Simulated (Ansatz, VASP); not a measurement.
# NaH: VASP beside Ansatz

Contents of INCAR:

```
SYSTEM = NaH
ALGO = Normal ; EDIFF = 1E-7
ENCUT = 520 ; GGA = PE
ISIF = 2 ; ISMEAR = -1
LASPH = .TRUE. ; LCHARG = .FALSE.
LREAL = .FALSE. ; LWAVE = .FALSE.
NBANDS = 11 ; NELM = 60
PREC = Accurate ; SIGMA = 0.02
```

The input KPOINTS:

```
k-points
0
G
  8 8 8
  0 0 0
```

The input POSCAR:

```
NaH
1.0
    2.9323912064      0.0000000000      0.0000000000
    0.0000000000      2.9323912064      0.0000000000
    0.0000000000      0.0000000000      2.7643651903
Na H
1 1
Direct
    0.0000000000      0.0000000000      0.0000000000
    0.5000000000      0.5000000000      0.5000000000
```

Input for Ansatz:

```yaml
crystal:
  lattice:
    - [2.9323912064, 0.0, 0.0]
    - [0.0, 2.9323912064, 0.0]
    - [0.0, 0.0, 2.7643651903]
  atoms:
    - { symbol: Na, position: [0.0, 0.0, 0.0] }
    - { symbol: H, position: [0.5, 0.5, 0.5] }
kpoints:
  mp_grid: { grid: [8, 8, 8] }
  band_path:
    path: [[0.0, 0.0, 0.0], [0.0, 0.5, 0.0], [0.5, 0.5, 0.0], [0.5, 0.5, 0.5]]
    npoints: 1
hamiltonian:
  xc: pbe
scf:
  occupations: { method: fermi_dirac, width: 0.02 }
  n_extra_bands: 4
output:
  forces: true
  stress: true
  eigenvalues: true
```

Change from the starting cell: uniaxial_z strain -5.7%.

Alike in both runs: task single point; functional PBE; k mesh 8 × 8 × 8; occupations fermi-dirac, width 0.02 eV; no spin polarisation.

|  | VASP | Ansatz |
| --- | --- | --- |
| version | VASP 6.6.1 | Ansatz 0.2.0 |
| potentials or method | VASP PAW PBE potentials, release 64 (Na_pv, H) | plane waves, PAW |
| plane-wave cutoff (eV) | 520 | 420 |
| valence electrons in the cell | 8 | 10 |

Ansatz gave:

| Quantity | Value |
| --- | --- |
| gap on the k mesh at the Fermi level (eV) | 0.82 |
| pressure (GPa) | 2.6 |
| traceless stress, the component that is largest in VASP (GPa) | 4.96 |

Estimate VASP's values.

gap on the k mesh at the Fermi level (eV): 0.82; pressure (GPa): 2.6; traceless stress, the component that is largest in VASP (GPa): 4.97.

VASP's potentials hold 8 valence electrons a cell and Ansatz's 10, so a difference there can come from the potentials and not from the codes.
